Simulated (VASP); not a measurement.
# BaS (Pm-3m) in VASP: notebook, part 3 of 3

VASP 6.6.1.

### 6 Single point, r2SCAN (volume changed by +3%)

Contents of POSCAR:

```
BaS
1.0
    3.8717187314      0.0000000000      0.0000000000
    0.0000000000      3.8717187314      0.0000000000
    0.0000000000      0.0000000000      3.8717187314
Ba S
1 1
Direct
    0.0000000000      0.0000000000      0.0000000000
    0.5000000000      0.5000000000      0.5000000000
```

Contents of INCAR.step1:

```
SYSTEM = BaS
  PREC = Accurate
  ENCUT = 520
  ISMEAR = 0
  SIGMA = 0.01
  LREAL = .FALSE.
  LASPH = .TRUE.
  NELM = 80
  NBANDS = 15
  GGA = PE
  ALGO = Normal
  EDIFF = 1E-4
  LWAVE = .TRUE.
  LCHARG = .FALSE.
```

Contents of INCAR.step2:

```
SYSTEM = BaS
  PREC = Accurate
  ENCUT = 520
  EDIFF = 1E-6
  ISMEAR = 0
  SIGMA = 0.01
  LREAL = .FALSE.
  LASPH = .TRUE.
  NELM = 80
  ALGO = Normal
  ISIF = 2
  LWAVE = .FALSE.
  LCHARG = .FALSE.
  METAGGA = R2SCAN
  LMIXTAU = .TRUE.
  NBANDS = 15
  ISTART = 1
```

Contents of KPOINTS:

```
regular mesh
0
G
  6 6 6
  0 0 0
```

Potentials or basis: VASP PAW PBE potentials, release 64 (Ba_sv, S).

The run is started by

```
> cat potpaw_PBE.64/Ba_sv/POTCAR potpaw_PBE.64/S/POTCAR > POTCAR
> cp INCAR.step1 INCAR
> mpirun -np 1 vasp_std > vasp.out
> cp INCAR.step2 INCAR
> mpirun -np 1 vasp_std > vasp.out
```

OUTCAR:

```text
SYSTEM = BaS
   PREC = Accurate
   ENCUT = 520
   EDIFF = 1E-6
   ISMEAR = 0
   LREAL = .FALSE.
   LASPH = .TRUE.
   NELM = 80
   ISIF = 2
   METAGGA = R2SCAN
   ISTART = 1

 ion  position               nearest neighbor table
   1  0.000  0.000  0.000-   2 3.35   2 3.35   2 3.35   2 3.35   2 3.35   2 3.35   2 3.35   2 3.35

   2  0.500  0.500  0.500-   1 3.35   1 3.35   1 3.35   1 3.35   1 3.35   1 3.35   1 3.35   1 3.35

  LATTYP: Found a simple cubic cell.
 ALAT       =     3.8717187314

  Lattice vectors:

 A1 = (   3.8717187314,   0.0000000000,   0.0000000000)
 A2 = (   0.0000000000,   3.8717187314,   0.0000000000)
 A3 = (   0.0000000000,   0.0000000000,   3.8717187314)

Analysis of symmetry for initial positions (statically):
=====================================================================
 Subroutine PRICEL returns:
 Original cell was already a primitive cell.

 Routine SETGRP: Setting up the symmetry group for a
 simple cubic supercell.

 Subroutine GETGRP returns: Found 48 space group operations
 (whereof 48 operations were pure point group operations)
 out of a pool of 48 trial point group operations.

The static configuration has the point symmetry O_h .

Analysis of symmetry for dynamics (positions and initial velocities):
=====================================================================
 Subroutine PRICEL returns:
 Original cell was already a primitive cell.

 Routine SETGRP: Setting up the symmetry group for a
 simple cubic supercell.

 Subroutine GETGRP returns: Found 48 space group operations
 (whereof 48 operations were pure point group operations)
 out of a pool of 48 trial point group operations.

The dynamic configuration has the point symmetry O_h .

 Subroutine INISYM returns: Found 48 space group operations
 (whereof 48 operations are pure point group operations),
 and found     1 'primitive' translations

----------------------------------------------------------------------------------------

                                     Primitive cell

  volume of cell :      58.0379

  direct lattice vectors                    reciprocal lattice vectors
     3.871718731  0.000000000  0.000000000     0.258283225  0.000000000  0.000000000
     0.000000000  3.871718731  0.000000000     0.000000000  0.258283225  0.000000000
     0.000000000  0.000000000  3.871718731     0.000000000  0.000000000  0.258283225

  length of vectors
     3.871718731  3.871718731  3.871718731     0.258283225  0.258283225  0.258283225

  position of ions in fractional coordinates (direct lattice)
     0.000000000  0.000000000  0.000000000
     0.500000000  0.500000000  0.500000000

  ion indices of the primitive-cell ions
   primitive index   ion index
                 1           1
                 2           2

----------------------------------------------------------------------------------------

 KPOINTS: regular mesh

Automatic generation of k-mesh.
 Grid dimensions read from file:
 generate k-points for:    6    6    6

 Generating k-lattice:

[... 23 lines left out ...]
  0.333333  0.166667  0.000000     24.000000
[... 12 lines left out ...]
  0.500000  0.500000  0.333333      6.000000
  0.500000  0.500000  0.500000      1.000000
   k-points           NKPTS =     20   k-points in BZ     NKDIM =     20   number of bands    NBANDS=     15
   number of dos      NEDOS =    301   number of ions     NIONS =      2
   total plane-waves  NPLWV =  27000
   dimension x,y,z NGX =    30 NGY =   30 NGZ =   30
   dimension x,y,z NGXF=    60 NGYF=   60 NGZF=   60
   ions per type =               1   1
   NGX,Y,Z   is equivalent  to a cutoff of  12.88, 12.88, 12.88 a.u.
   NGXF,Y,Z  is equivalent  to a cutoff of  25.76, 25.76, 25.76 a.u.
 SYSTEM =  BaS
   PREC   = accura    normal or accurate (medium, high low for compatibility)
   ISTART =      1    job   : 0-new  1-cont  2-samecut
   ICHARG =      0    charge: 1-file 2-atom 10-const
   ISPIN  =      1    spin polarized calculation?
   LNONCOLLINEAR =      F non collinear calculations
   LSORBIT =      F    spin-orbit coupling
   LASPH  =      T    aspherical Exc in radial PAW
   ENCUT  =  520.0 eV  38.22 Ry    6.18 a.u.   7.20  7.20  7.20*2*pi/ulx,y,z
   NELM   =     80;   NELMIN=  2; NELMDL=  0     # of ELM steps
   EDIFF  = 0.1E-05   stopping-criterion for ELM
   LREAL  =      F    real-space projection
   EDIFFG = 0.1E-04   stopping-criterion for IOM
   NSW    =      0    number of steps for IOM
   IBRION =     -1    ionic relax: 0-MD 1-quasi-New 2-CG
   NFREE  =      0    steps in history (QN), initial steepest desc. (CG)
   ISIF   =      2    stress and relaxation
   ISYM   =      2    0-nonsym 1-usesym 2-fastsym
   POTIM  = 0.5000    time-step for ionic-motion
   TEBEG  =    0.0;   TEEND  =   0.0 temperature during run
   PSTRESS=    0.0 pullay stress
   NELECT =      16.0000    total number of electrons
   NUPDOWN=      -1.0000    fix difference up-down
   EMIN   =  10.00;   EMAX   =-10.00  energy-range for DOS
   EFERMI =   0.00;   METHOD = LEGACY
   ISMEAR =     0;   SIGMA  =   0.01  broadening in eV -4-tet -1-fermi 0-gaus
   EFERMI_NEDOS =   21; number of points for ismear=-14 and -15
   IALGO  =     38    algorithm
   IMIX   =      4    mixing-type and parameters
     AMIX     =   0.40;   BMIX     =  1.00
     AMIX_MAG =   1.60;   BMIX_MAG =  1.00
  volume/ion in A,a.u.               =      29.02       195.83
  Fermi-wavevector in a.u.,A,eV,Ry     =   1.065478  2.013461 15.445915  1.135243
  Thomas-Fermi vector in A             =   2.201031
   LORBIT       =      0    0 simple, 1 ext, 2 COOP (PROOUT), +10 PAW based schemes
   METAGGA = R2SCAN    functional components
   LHFCALC =     F    Hartree Fock is set to
   AEXX    =    0.0000 exact exchange contribution
   IVDW    =     0    specifies the selected vdW correction
   LEPSILON=     F    determine dielectric tensor
   LRPA    =     F    only Hartree local field effects (RPA)
 non-spin polarized calculation
 Gauss-broadening in eV      SIGMA  =   0.01
  energy-cutoff  :      520.00
  volume of cell :       58.04
 maximum number of plane-waves:      1596
 NGX is ok and might be reduce to    30
   NGX = 15   NGY = 15   NGZ = 15

 number of electron      16.0000000 magnetization

 Free energy of the ion-electron system (eV)
  ---------------------------------------------------
  ext. energy  EPLUGINS =         0.00000000
  ---------------------------------------------------
  free energy    TOTEN  =       -38.80474059 eV

  energy without entropy =      -38.80474059  energy(sigma->0) =      -38.80474059

 E-fermi :   2.7605     XC(G=0):  -9.7306

 val. band max:        2.6688387180   @ k =   0.5000   0.5000   0.0000
 cond. band min:       4.5193597093   @ k =   0.0000   0.0000   0.0000
 fundamental gap:      1.8505209913
 Fermi energy:         2.7604534162

 k-point     1 :       0.0000    0.0000    0.0000
  band No.  band energies     occupation
      1     -25.3666      2.00000
      2      -9.7664      2.00000
      3      -9.7664      2.00000
      4      -9.7664      2.00000
      5      -8.7896      2.00000
      6       2.5481      2.00000
      7       2.5481      2.00000
      8       2.5481      2.00000
      9       4.5194      0.00000
     10       4.5194      0.00000
     11       7.1104      0.00000
     12       9.6039      0.00000
     13       9.6039      0.00000
     14       9.6039      0.00000
[... 329 lines left out ...]
      2     -10.3409      2.00000
      3     -10.3409      2.00000
      4     -10.3409      2.00000
      5      -8.0092      2.00000
      6      -0.0263      2.00000
      7      -0.0263      2.00000
      8      -0.0263      2.00000
      9      10.3874      0.00000
     10      10.3874      0.00000
     11      10.3874      0.00000
     12      10.9018      0.00000
     13      10.9018      0.00000
     14      10.9018      0.00000
     15      11.9600      0.00000

------------------------ aborting loop because EDIFF is reached ----------------------------------------

  FORCE on cell =-STRESS in cart. coord.  units (eV):
  Direction    XX          YY          ZZ          XY          YZ          ZX
  --------------------------------------------------------------------------------------
  -------------------------------------------------------------------------------------
  Total       -0.1860354     -0.1860354     -0.1860354      0.0000000     -0.0000000     -0.0000000
  in kB       -5.1356435     -5.1356435     -5.1356435      0.0000000     -0.0000000     -0.0000000
  external PRESSURE =      -5.1356435 kB  Pullay stress =       0.0000000 kB

 VOLUME and BASIS-vectors are now :
 -----------------------------------------------------------------------------
  energy-cutoff  :      520.00
  volume of cell :       58.04
      direct lattice vectors                 reciprocal lattice vectors
     3.871718731  0.000000000  0.000000000     0.258283225  0.000000000  0.000000000
     0.000000000  3.871718731  0.000000000     0.000000000  0.258283225  0.000000000
     0.000000000  0.000000000  3.871718731     0.000000000  0.000000000  0.258283225

 POSITION                                       TOTAL-FORCE (eV/Angst)
 -----------------------------------------------------------------------------------
      0.00000      0.00000      0.00000         0.000000      0.000000      0.000000
      1.93586      1.93586      1.93586         0.000000      0.000000      0.000000
 -----------------------------------------------------------------------------------
    total drift:                                0.000000     -0.000000     -0.000000

  FREE ENERGIE OF THE ION-ELECTRON SYSTEM (eV)
  ---------------------------------------------------
  free  energy   TOTEN  =       -38.8047405921 eV

  energy  without entropy=      -38.8047405921  energy(sigma->0) =      -38.80474059
```

Run time: 2 min. Hardware: 1 thread of Intel Xeon 8259CL, shared host; peak memory 0.18 GiB.

Results:

* Free energy: -38.8047 eV
* Pressure: -0.5 GPa
* Band gap on the k mesh: 1.85 eV, indirect (least direct gap 1.97 eV)

Caveat: the PAW data sets were made with another functional, which shifts forces and pressure a little; spin-orbit coupling is left out, which moves the levels of the heavy elements. A k mesh can miss the band edges.

### 7 Single point, r2SCAN (volume changed by +6%)

Contents of POSCAR:

```
BaS
1.0
    3.9089490801      0.0000000000      0.0000000000
    0.0000000000      3.9089490801      0.0000000000
    0.0000000000      0.0000000000      3.9089490801
Ba S
1 1
Direct
    0.0000000000      0.0000000000      0.0000000000
    0.5000000000      0.5000000000      0.5000000000
```

Contents of INCAR.step1:

```
SYSTEM = BaS
PREC = Accurate
ENCUT = 520
ISMEAR = 0
SIGMA = 0.01
LREAL = .False.
LASPH = .True.
NELM = 80
NBANDS = 15
GGA = PE
ALGO = Normal
EDIFF = 1E-4
LWAVE = .True.
LCHARG = .False.
```

Contents of INCAR.step2:

```
SYSTEM = BaS
PREC = Accurate
ENCUT = 520
EDIFF = 1E-6
ISMEAR = 0
SIGMA = 0.01
LREAL = .False.
LASPH = .True.
NELM = 80
ALGO = Normal
ISIF = 2
LWAVE = .False.
LCHARG = .False.
METAGGA = R2SCAN
LMIXTAU = .True.
NBANDS = 15
ISTART = 1
```

Contents of KPOINTS:

```
regular mesh
0
Gamma
  6 6 6
  0 0 0
```

The run is started by

```
> cat potpaw_PBE.64/Ba_sv/POTCAR potpaw_PBE.64/S/POTCAR > POTCAR
> cp INCAR.step1 INCAR
> mpirun -np 1 vasp_std > vasp.out
> cp INCAR.step2 INCAR
> mpirun -np 1 vasp_std > vasp.out
```

Wall time 1.8 min (1 thread of Intel Xeon 8259CL, shared host); peak memory 0.18 GiB.

Results (log left out):

```yaml
Free_energy: -38.7927 eV
Pressure: -1.8 GPa
Band_gap_on_the_k_mesh: 1.89 eV, indirect (least direct gap 2.02 eV)
```

Levels at points of the mesh, in eV from the valence-band top:
| k point | band 6 | band 7 | band 8 | band 9 | band 10 | band 11 |
| --- | --- | --- | --- | --- | --- | --- |
| (0.00, 0.00, 0.00) | -0.13 | -0.13 | -0.13 | 1.89 | 1.89 | 4.21 |
| (0.50, 0.00, 0.00) | -2.75 | -0.66 | -0.66 | 2.85 | 6.26 | 7.07 |
| (0.50, 0.50, 0.00) | -1.38 | -1.38 | 0.00 | 2.62 | 3.76 | 4.73 |
| (0.50, 0.50, 0.50) | -2.59 | -2.59 | -2.59 | 7.51 | 7.51 | 7.51 |

Caveat: the PAW data sets were made with another functional, which shifts forces and pressure a little; spin-orbit coupling is left out, which moves the levels of the heavy elements.

### 8 Overview

```csv
level,cell,gap on the mesh (eV),pressure (GPa)
PBE,"a = 3.917 Å, 2 atoms",1.53,-1.6
r2SCAN,"a = 3.755 Å, 2 atoms",1.71,4.8
r2SCAN,"a = 3.795 Å, 2 atoms",1.76,2.7
r2SCAN,"a = 3.834 Å, 2 atoms",1.81,1.0
r2SCAN,"a = 3.872 Å, 2 atoms",1.85,-0.5
r2SCAN,"a = 3.909 Å, 2 atoms",1.89,-1.8
```

Alike in all rows: task single point; potentials or basis VASP PAW PBE potentials, release 64 (Ba_sv, S); no spin polarisation; k mesh 6 × 6 × 6; cutoff (eV) 520; smearing gaussian 0.01 eV.

Caveats: spin-orbit coupling is left out, which moves the levels of the heavy elements; the PAW data sets were made with another functional, which shifts forces and pressure a little (some runs).

Absolute energies hang on the potentials; compare differences alone.
